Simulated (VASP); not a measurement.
# Si6Sn (P6/m) in VASP: a series of runs, part 2 of 2

VASP 6.6.1. Earlier steps stand in the parts before.

## (3) Relaxation of cell and atoms, PBE

This run uses another cell than the first one, of 16.06 Å³/atom, 0.937 times its volume.

The input, INCAR:

```
SYSTEM = Si6Sn
PREC = Accurate
ENCUT = 600
EDIFF = 1E-7
ISMEAR = 0
SIGMA = 0.2
LREAL = .False.
LASPH = .True.
NELM = 100
ALGO = Normal
ISIF = 3
LWAVE = .False.
LCHARG = .False.
GGA = PE
IBRION = 2
NSW = 36
EDIFFG = -0.08
```

The input, KPOINTS:

```
Automatic mesh
0
Gamma
  3 3 6
  0 0 0
```

The input, POSCAR:

```
Si6Sn
1.0
    7.0000000000      0.0000000000      0.0000000000
   -3.5000000000      6.0621778300      0.0000000000
    0.0000000000      0.0000000000      2.6500000000
Si Sn
6 1
Direct
    0.2857140000      0.4285710000      0.0000000000
    0.4285710000      0.1428570000      0.0000000000
    0.8571430000      0.2857140000      0.0000000000
    0.5714290000      0.8571430000      0.0000000000
    0.7142860000      0.5714290000      0.0000000000
    0.1428570000      0.7142860000      0.0000000000
    0.0000000000      0.0000000000      0.0000000000
```

Potentials or basis: VASP PAW PBE potentials, release 64 (Si, Sn_d).

Started as:

```sh
$ cat potpaw_PBE.64/Si/POTCAR potpaw_PBE.64/Sn_d/POTCAR > POTCAR
$ mpirun -np 1 vasp_std > vasp.out
```

OUTCAR:

```text
SYSTEM = Si6Sn
   PREC = Accurate
   ENCUT = 600
   EDIFF = 1E-7
   ISMEAR = 0
   LREAL = .False.
   LASPH = .True.
   NELM = 100
   ISIF = 3
   GGA = PE
   IBRION = 2
   NSW = 36
   EDIFFG = -0.08

 ion  position               nearest neighbor table
   1  0.286  0.429  0.000-   3 2.65   2 2.65   7 2.65   5 2.65   6 2.65   4 2.65
   2  0.429  0.143  0.000-   7 2.65   1 2.65   6 2.65   4 2.65   3 2.65   5 2.65
   3  0.857  0.286  0.000-   1 2.65   7 2.65   4 2.65   6 2.65   2 2.65   5 2.65
   4  0.571  0.857  0.000-   7 2.65   5 2.65   3 2.65   2 2.65   6 2.65   1 2.65
   5  0.714  0.571  0.000-   6 2.65   4 2.65   7 2.65   1 2.65   3 2.65   2 2.65
   6  0.143  0.714  0.000-   5 2.65   7 2.65   2 2.65   3 2.65   4 2.65   1 2.65
   7  0.000  0.000  0.000-   2 2.65   4 2.65   3 2.65   6 2.65   5 2.65   1 2.65

  LATTYP: Found a hexagonal cell.
 ALAT       =     7.0000000000
 C/A-ratio  =     0.3785714286

  Lattice vectors:

 A1 = (   7.0000000000,   0.0000000000,   0.0000000000)
[... 297 lines left out ...]
[... ionic steps 4 to 7 ...]

--------------------------------------- Ionic step        8  -------------------------------------------

 number of electron      38.0000007 magnetization

------------------------ aborting loop because EDIFF is reached ----------------------------------------
[... 77 lines left out ...]
--------------------------------------- Ionic step       10  -------------------------------------------

 number of electron      38.0000007 magnetization

 Free energy of the ion-electron system (eV)
  ---------------------------------------------------
  ext. energy  EPLUGINS =         0.00000000
  ---------------------------------------------------
  free energy    TOTEN  =       -33.90880761 eV

  energy without entropy =      -33.87115396  energy(sigma->0) =      -33.88998079

 E-fermi :   8.7202     XC(G=0): -10.7255

 val. band max:        8.6354228446   @ k =   0.3333   0.3333   0.5000
 cond. band min:       8.8102000420   @ k =   0.3333   0.0000   0.1667
 fundamental gap:      0.1747771974
 Fermi energy:         8.7202023394

 k-point     1 :       0.0000    0.0000    0.0000
  band No.  band energies     occupation
      1     -13.7147      2.00000
      2     -12.9470      2.00000
      3     -12.9470      2.00000
      4     -12.6638      2.00000
      5     -12.6638      2.00000
      6      -4.4292      2.00000
[... 335 lines left out ...]
  FREE ENERGIE OF THE ION-ELECTRON SYSTEM (eV)
  ---------------------------------------------------
  free  energy   TOTEN  =       -33.9088076113 eV

  energy  without entropy=      -33.8711539633  energy(sigma->0) =      -33.88998079

 reached required accuracy - stopping structural energy minimisation
```

OSZICAR:

```text
N       E                     dE             d eps       ncg     rms          rms(c)
DAV:   1     0.248120424210E+03    0.24812E+03   -0.18064E+04   552   0.191E+03
DAV:   2    -0.339295813584E+01   -0.25151E+03   -0.24663E+03   573   0.431E+02
DAV:   3    -0.319276259148E+02   -0.28535E+02   -0.27454E+02   708   0.111E+02
[... 102 lines left out ...]
DAV:   4    -0.339088122586E+02    0.15285E-04   -0.81933E-05   744   0.707E-02    0.120E-02
DAV:   5    -0.339088085622E+02    0.36964E-05   -0.72464E-06   652   0.193E-02    0.350E-03
DAV:   6    -0.339088079791E+02    0.58306E-06   -0.66977E-07   653   0.775E-03    0.207E-03
DAV:   7    -0.339088076347E+02    0.34441E-06   -0.61617E-08   325   0.206E-03    0.406E-04
DAV:   8    -0.339088076113E+02    0.23375E-07   -0.12864E-08   290   0.100E-03
  10 F= -.33908808E+02 E0= -.33889981E+02  d E =-.459104E-02
```

CONTCAR:

```text
Si6Sn
   1.00000000000000
     7.3551935359635712    0.0000000011637335    0.0000000000000000
    -3.6775967689896074    6.3697844553492420    0.0000000000000000
     0.0000000000000000   -0.0000000000000000    2.5802600196437608
  Si              Sn
     6     1
Direct
     0.3005179588798819    0.4481925195753702    1.0000000000000000
     0.4481925195751684    0.1476745606954520    0.0000000000000000
     0.8523254393047136    0.3005179588799183    1.0000000000000000
     0.5518074804248317    0.8523254393045481    0.0000000000000000
     0.6994820411201180    0.5518074804246297    0.0000000000000000
     0.1476745606952864    0.6994820411200817    0.0000000000000000
     0.0000000000000000    0.0000000000000000    0.0000000000000000

  0.00000000E+00  0.00000000E+00  0.00000000E+00
  0.00000000E+00  0.00000000E+00  0.00000000E+00
  0.00000000E+00  0.00000000E+00  0.00000000E+00
  0.00000000E+00  0.00000000E+00  0.00000000E+00
  0.00000000E+00  0.00000000E+00  0.00000000E+00
  0.00000000E+00  0.00000000E+00  0.00000000E+00
  0.00000000E+00  0.00000000E+00  0.00000000E+00
```

It took 5.6 min on 1 thread of Intel Xeon 6975P-C, shared host; peak memory 0.29 GiB.

What came out:

```
Free energy                            : -33.9088 eV
Relaxed volume                         : 17.27 Å³/atom
Relaxed cell                           : a = 7.355 Å, b = 7.355 Å, c = 2.580 Å, α = 90.00°, β = 90.00°, γ = 120.00°
Space group after relaxing (to 0.05 Å) : P6/m (No. 175)
Energy gained by relaxing              : 142.8 meV/atom
Ionic steps                            : 10
Pressure after relaxing                : -0.2 GPa
Largest force after relaxing           : 0.074 eV/Å
```

Forces in eV/Å, atoms in the order of the input:
```
Si   0.073  0.011  0.000
Si   0.046 -0.058  0.000
Si   0.027  0.069  0.000
Si  -0.046  0.058  0.000
Si  -0.073 -0.011  0.000
Si  -0.027 -0.069  0.000
Sn   0.000  0.000  0.000
```

Step by step:
```
step  energy change (eV)  largest force (eV/Å)  pressure (GPa)  volume (Å³)
   1              0.0000                1.2487            7.78       112.45
   2             -0.5640                0.4701           -1.91       124.91
   3             -0.8138                0.6243            0.22       120.21
   4             -0.8143                0.6311            0.32       120.04
   5             -0.9204                0.4128           -0.97       121.35
   6             -0.9501                0.2241           -1.80       122.50
   7             -0.9948                0.1289            0.44       120.09
   8             -0.9952                0.1172            0.22       120.31
   9             -0.9989                0.0898           -0.03       120.64
  10             -0.9998                0.0741           -0.21       120.89
```

Final structure:
```xyz
7
Lattice="7.3552 0.0000 0.0000 -3.6776 6.3698 0.0000 0.0000 0.0000 2.5803" Properties=species:S:1:pos:R:3 pbc="T T T"
Si    0.5621    2.8549    2.5803
Si    2.7535    0.9407    0.0000
Si    5.1638    1.9142    2.5803
Si    0.9241    5.4291    0.0000
Si    3.1155    3.5149    0.0000
Si   -1.4862    4.4556    0.0000
Sn    0.0000    0.0000    0.0000
```

Levels at points of the mesh, in eV from the Fermi level:
```
           k point  band 15  band 16  band 17  band 18  band 19  band 20  band 21  band 22  band 23
(0.00, 0.00, 0.00)    -2.46    -2.42    -2.42    -2.17     0.82     1.19     1.25     1.25     1.69
(0.00, 0.00, 0.50)    -3.45    -3.35    -3.35    -2.73    -2.73     1.18     1.71     1.71     1.77
```

Caveat: the k points lie up to 0.41 Å⁻¹ apart in the final cell; the bands computed are all filled at some k points, so no gap is given; spin-orbit coupling is left out, which moves the levels of the heavy elements; the relaxation stopped at a loose force limit of 0.08 eV/Å, so its end isn't a converged minimum.

## (4) Single point, PBE

This run uses another cell than the first one, of 17.38 Å³/atom, 1.014 times its volume.

The input, INCAR:

```
SYSTEM = Si6Sn
PREC = Accurate
ENCUT = 520
EDIFF = 1E-6
ISMEAR = 0
SIGMA = 0.1
LREAL = .FALSE.
LASPH = .TRUE.
NELM = 100
ALGO = Normal
ISIF = 2
LWAVE = .FALSE.
LCHARG = .TRUE.
GGA = PE
LELF = .TRUE.
LVHAR = .TRUE.
NBANDS = 28
```

The input, KPOINTS:

```
regular mesh
0
G
  6 6 12
  0 0 0
```

The input, POSCAR:

```
Si6Sn
1.0
    7.3234830621      0.0000000000      0.0000000000
   -3.6617415310      6.3423223759      0.0000000000
    0.0000000000      0.0000000000      2.6185868248
Si Sn
6 1
Direct
    0.3086282022      0.4526855184      0.0000000000
    0.4526855184      0.1440573161      0.0000000000
    0.8559426839      0.3086282022      0.0000000000
    0.5473144816      0.8559426839      0.0000000000
    0.6913717978      0.5473144816      0.0000000000
    0.1440573161      0.6913717978      0.0000000000
    0.0000000000      0.0000000000      0.0000000000
```

Started as:

```sh
$ cat potpaw_PBE.64/Si/POTCAR potpaw_PBE.64/Sn_d/POTCAR > POTCAR
$ mpirun -np 1 vasp_std > vasp.out
```

Run time: 3 min. Hardware: 1 thread of Intel Xeon 6975P-C, shared host; peak memory 0.33 GiB.

The run converged. Its results:

- Free energy: -33.4969 eV
- Pressure: 0.0 GPa
- Largest force: 0.007 eV/Å
- Band gap on the k mesh: zero (band 19 reaches 10.46 eV, above the bottom of band 20 at 7.00 eV)

Forces on the atoms (eV/Å):
```
Si  -0.003  0.006  0.000
Si   0.004  0.006  0.000
Si  -0.007  0.001  0.000
Si  -0.004 -0.006  0.000
Si   0.003 -0.006  0.000
Si   0.007 -0.001  0.000
Sn   0.000  0.000  0.000
```

Levels at points of the mesh, in eV from the Fermi level:
```csv
k point,band 15,band 16,band 17,band 18,band 19,band 20,band 21,band 22,band 23,band 24
"(0.00, 0.00, 0.00)",-2.28,-2.23,-2.23,-1.95,0.74,1.47,1.47,1.63,2.03,2.03
"(0.50, 0.00, 0.00)",-4.41,-1.96,-1.50,-0.69,-0.66,3.11,3.52,3.56,3.75,4.78
"(0.00, 0.00, 0.50)",-3.33,-3.33,-3.32,-2.42,-2.42,0.85,1.57,1.57,1.77,1.77
"(0.50, 0.00, 0.50)",-2.85,-2.50,-2.15,-1.88,-1.49,-1.19,-0.69,-0.47,1.62,2.14
```

Caveat: spin-orbit coupling is left out, which moves the levels of the heavy elements.

## (5) Relaxation of cell and atoms, PBE

The input, INCAR:

```
SYSTEM = Si6Sn
ALGO = Normal
EDIFF = 1E-7
EDIFFG = -0.01
ENCUT = 600
GGA = PE
IBRION = 2
ISIF = 3
ISMEAR = 0
LASPH = .TRUE.
LCHARG = .FALSE.
LREAL = .FALSE.
LWAVE = .FALSE.
NELM = 100
NSW = 100
PREC = Accurate
SIGMA = 0.1
```

The input, KPOINTS:

```
k-points
0
G
  6 6 12
  0 0 0
```

The input, POSCAR:

```
Si6Sn
1.0
    7.3257404072      0.0000000000      0.0000000000
   -3.6628702036      6.3442772942      0.0000000000
    0.0000000000      0.0000000000      2.5818997678
Si Sn
6 1
Direct
    0.3025293473      0.4483926229      0.0000000000
    0.4483926229      0.1458632755      0.0000000000
    0.8541367245      0.3025293473      0.0000000000
    0.5516073771      0.8541367245      0.0000000000
    0.6974706527      0.5516073771      0.0000000000
    0.1458632755      0.6974706527      0.0000000000
    0.0000000000      0.0000000000      0.0000000000
```

Potentials or basis: VASP PAW PBE potentials, release 64 (Si, Sn_d).

Started as:

```sh
$ cat potpaw_PBE.64/Si/POTCAR potpaw_PBE.64/Sn_d/POTCAR > POTCAR
$ mpirun -np 1 vasp_std > vasp.out
```

OUTCAR:

```text
SYSTEM = Si6Sn
   EDIFF = 1E-7
   EDIFFG = -0.01
   ENCUT = 600
   GGA = PE
   IBRION = 2
   ISIF = 3
   ISMEAR = 0
   LASPH = .TRUE.
   LREAL = .FALSE.
   NELM = 100
   NSW = 100
   PREC = Accurate

 ion  position               nearest neighbor table
   1  0.303  0.448  0.000-   6 2.60   4 2.60   5 2.60   3 2.90   7 2.90   2 2.90
   2  0.448  0.146  0.000-   3 2.60   5 2.60   4 2.60   6 2.90   7 2.90   1 2.90
   3  0.854  0.303  0.000-   2 2.60   5 2.60   6 2.60   1 2.90   7 2.90   4 2.90
   4  0.552  0.854  0.000-   6 2.60   1 2.60   2 2.60   3 2.90   7 2.90   5 2.90
   5  0.697  0.552  0.000-   3 2.60   2 2.60   1 2.60   6 2.90   7 2.90   4 2.90
   6  0.146  0.697  0.000-   4 2.60   1 2.60   3 2.60   5 2.90   7 2.90   2 2.90
   7  0.000  0.000  0.000-   3 2.90   6 2.90   5 2.90   1 2.90   2 2.90   4 2.90

  LATTYP: Found a hexagonal cell.
 ALAT       =     7.3257404072
 C/A-ratio  =     0.3524421593

[... 526 lines left out ...]
  free energy    TOTEN  =       -33.49729118 eV

  energy without entropy =      -33.48293504  energy(sigma->0) =      -33.49011311

 E-fermi :   8.5692     XC(G=0): -10.6901

 val. band max:        8.5649900048   @ k =   0.3333   0.0000   0.4167
 cond. band min:       8.5699642584   @ k =   0.3333   0.1667   0.0000
 fundamental gap:      0.0049742537
 Fermi energy:         8.5691658189

 k-point     1 :       0.0000    0.0000    0.0000
  band No.  band energies     occupation
      1     -13.6974      2.00000
      2     -13.0114      2.00000
      3     -13.0114      2.00000
      4     -12.7591      2.00000
      5     -12.7591      2.00000
      6      -4.5080      2.00000
[... 613 lines left out ...]
     22      11.4525      0.00000
     23      11.6306      0.00000

 [... further k-points ...]

------------------------ aborting loop because EDIFF is reached ----------------------------------------

  FORCE on cell =-STRESS in cart. coord.  units (eV):
  Direction    XX          YY          ZZ          XY          YZ          ZX
  --------------------------------------------------------------------------------------
  -------------------------------------------------------------------------------------
  Total        0.0105377      0.0105377     -0.0551095     -0.0000000     -0.0000000      0.0000000
  in kB        0.1387926      0.1387926     -0.7258502     -0.0000003     -0.0000000      0.0000000
  external PRESSURE =      -0.1494217 kB  Pullay stress =       0.0000000 kB
[... 22 lines left out ...]
  FREE ENERGIE OF THE ION-ELECTRON SYSTEM (eV)
  ---------------------------------------------------
  free  energy   TOTEN  =       -33.4972911757 eV

  energy  without entropy=      -33.4829350418  energy(sigma->0) =      -33.49011311

 reached required accuracy - stopping structural energy minimisation
```

OSZICAR:

```text
N       E                     dE             d eps       ncg     rms          rms(c)
DAV:   1     0.249883554067E+03    0.24988E+03   -0.17837E+04  2591   0.188E+03
DAV:   2    -0.159703450936E+01   -0.25148E+03   -0.24631E+03  2618   0.432E+02
[... 83 lines left out ...]
DAV:   1    -0.334973135681E+02   -0.14137E-03   -0.10353E-02  2632   0.604E-01    0.454E-02
DAV:   2    -0.334973119154E+02    0.16527E-05   -0.51805E-04  3251   0.155E-01    0.227E-02
DAV:   3    -0.334972908835E+02    0.21032E-04   -0.54365E-05  3215   0.575E-02    0.661E-03
DAV:   4    -0.334972908980E+02   -0.14488E-07   -0.68322E-06  3228   0.142E-02    0.290E-03
DAV:   5    -0.334972911002E+02   -0.20218E-06   -0.47118E-07  2847   0.486E-03    0.120E-03
DAV:   6    -0.334972911757E+02   -0.75511E-07   -0.71598E-08  1667   0.201E-03
   9 F= -.33497291E+02 E0= -.33490113E+02  d E =-.529582E-03
```

CONTCAR:

```text
Si6Sn
   1.00000000000000
     7.3230857275147301    0.0000000001023001    0.0000000000000000
    -3.6615428638459595    6.3419782741024546    0.0000000000000000
    -0.0000000000000000   -0.0000000000000000    2.6192145991437430
  Si              Sn
     6     1
Direct
     0.3086807935278393    0.4528681959024131    0.0000000000000000
     0.4528681959024130    0.1441874022745720    0.0000000000000000
     0.8558125977254282    0.3086807935278393    0.0000000000000000
     0.5471318040975869    0.8558125977254281    0.0000000000000000
     0.6913192064721607    0.5471318040975870    0.0000000000000000
     0.1441874022745720    0.6913192064721607    0.0000000000000000
     0.0000000000000000    0.0000000000000000    0.0000000000000000

  0.00000000E+00  0.00000000E+00  0.00000000E+00
  0.00000000E+00  0.00000000E+00  0.00000000E+00
  0.00000000E+00  0.00000000E+00  0.00000000E+00
  0.00000000E+00  0.00000000E+00  0.00000000E+00
  0.00000000E+00  0.00000000E+00  0.00000000E+00
  0.00000000E+00  0.00000000E+00  0.00000000E+00
  0.00000000E+00  0.00000000E+00  0.00000000E+00
```

Run time: 18 min. Hardware: 1 thread of Intel Xeon 6975P-C, shared host; peak memory 0.41 GiB.

What came out:

| Quantity | Value |
| --- | --- |
| Free energy | -33.4973 eV |
| Relaxed volume | 17.38 Å³/atom |
| Relaxed cell | a = 7.323 Å, b = 7.323 Å, c = 2.619 Å, α = 90.00°, β = 90.00°, γ = 120.00° |
| Space group after relaxing (to 0.05 Å) | P6/m (No. 175) |
| Energy gained by relaxing | 6.5 meV/atom |
| Ionic steps | 9 |
| Pressure after relaxing | 0.0 GPa |
| Largest force after relaxing | 0.004 eV/Å |

Forces on the atoms (eV/Å):
```
Si   0.000 -0.004  0.000
Si  -0.003 -0.002  0.000
Si   0.003 -0.002  0.000
Si   0.003  0.002  0.000
Si   0.000  0.004  0.000
Si  -0.003  0.002  0.000
Sn   0.000  0.000  0.000
```

Stress tensor (GPa, compression positive):
```
 0.01  0.00  0.00
 0.00  0.01  0.00
 0.00  0.00 -0.07
```

Step by step:
```
step  energy change (eV)  largest force (eV/Å)  pressure (GPa)  volume (Å³)
   1              0.0000                0.2219            0.74       120.00
   2             -0.0313                0.1462           -0.23       121.35
   3             -0.0314                0.1494           -0.19       121.30
   4             -0.0382                0.0992            0.05       121.13
   5             -0.0427                0.0551            0.50       120.84
   6             -0.0447                0.0274           -0.23       121.99
   7             -0.0450                0.0339           -0.06       121.72
   8             -0.0454                0.0172           -0.04       121.68
   9             -0.0455                0.0036           -0.01       121.64
```

Final structure:
```
Si Sn
1.0
     7.32309    0.00000    0.00000
    -3.66154    6.34198    0.00000
     0.00000    0.00000    2.61921
Si Sn
6 1
Direct
  0.30868 0.45287 0.00000
  0.45287 0.14419 0.00000
  0.85581 0.30868 0.00000
  0.54713 0.85581 0.00000
  0.69132 0.54713 0.00000
  0.14419 0.69132 0.00000
  0.00000 0.00000 0.00000
```

Levels at points of the mesh, in eV from the Fermi level:
| k point | band 15 | band 16 | band 17 | band 18 | band 19 | band 20 | band 21 | band 22 | band 23 |
| --- | --- | --- | --- | --- | --- | --- | --- | --- | --- |
| (0.00, 0.00, 0.00) | -2.27 | -2.23 | -2.23 | -1.95 | 0.74 | 1.48 | 1.48 | 1.63 | 2.04 |
| (0.50, 0.00, 0.00) | -4.41 | -1.97 | -1.50 | -0.68 | -0.66 | 3.11 | 3.52 | 3.56 | 3.75 |
| (0.00, 0.00, 0.50) | -3.33 | -3.33 | -3.32 | -2.41 | -2.41 | 0.84 | 1.57 | 1.57 | 1.76 |
| (0.50, 0.00, 0.50) | -2.86 | -2.50 | -2.15 | -1.88 | -1.48 | -1.19 | -0.69 | -0.47 | 1.61 |

Caveat: the bands computed are all filled at some k points, so no gap is given; spin-orbit coupling is left out, which moves the levels of the heavy elements.

## (6) Summary

| task | cell | k mesh | cutoff (eV) | smearing | gap on the mesh (eV) | pressure (GPa) | relaxed volume (Å³/atom) | largest force (eV/Å) |
| --- | --- | --- | --- | --- | --- | --- | --- | --- |
| single point | a = 7.326, b = 7.326, c = 2.582 Å, angles 90.0, 90.0, 120.0°, 7 atoms | 3 × 3 × 6 | 520 | gaussian 0.2 eV | none | 0.4 | - | 0.02 |
| relaxation of cell and atoms | relaxed from a = 7.000, b = 7.000, c = 2.650 Å, angles 90.0, 90.0, 120.0°, 7 atoms | 3 × 3 × 6 | 600 | gaussian 0.2 eV | - | -0.2 | 17.27 | 0.07 |
| single point | a = 7.323, b = 7.323, c = 2.619 Å, angles 90.0, 90.0, 120.0°, 7 atoms | 6 × 6 × 12 | 520 | gaussian 0.1 eV | none | 0.0 | - | 0.01 |
| relaxation of cell and atoms | relaxed from a = 7.326, b = 7.326, c = 2.582 Å, angles 90.0, 90.0, 120.0°, 7 atoms | 6 × 6 × 12 | 600 | gaussian 0.1 eV | - | 0.0 | 17.38 | - |

Alike in all rows: level PBE; potentials or basis VASP PAW PBE potentials, release 64 (Si, Sn_d); no spin polarisation.

Caveats: some runs use coarse meshes; spin-orbit coupling is left out, which moves the levels of the heavy elements; the bands computed are all filled at some k points, so no gap is given (some runs); the relaxation stopped at a loose force limit of 0.08 eV/Å, so its end isn't a converged minimum (some runs).

Total energies depend on the potentials used, so only differences within one code and one set of settings carry meaning.
